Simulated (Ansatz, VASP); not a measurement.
Two plane-wave programs on TePb

```xyz
2
Lattice="0.0000 3.1873 3.1873 3.1873 0.0000 3.1873 3.1873 3.1873 0.0000" Properties=species:S:1:pos:R:3 pbc="T T T"
Pb    0.0000    0.0000    0.0000
Te    3.1873    3.1873    3.1873
```

Alike in both runs: task single point; functional BLYP; dispersion D3(BJ); k mesh 7 × 7 × 7; occupations fermi-dirac, width 0.05 eV; no spin polarisation.

```csv
,VASP,Ansatz
version,VASP 6.6.1,Ansatz 0.2.0
potentials or method,"VASP PAW PBE potentials, release 64 (Pb_d, Te)",Ansatz PAW
plane-wave cutoff (eV),520,420
valence electrons in the cell,20,30
```

Ansatz gave:

```
pressure (GPa) : 2.6
```

Problem. Estimate VASP's values.

Solution. Pressure (GPa): 2.7.

VASP's potentials were made for PBE, not for BLYP. VASP's potentials hold 20 valence electrons a cell and Ansatz's 30, so a difference there can come from the potentials and not from the codes.

Spin-orbit coupling is off throughout.
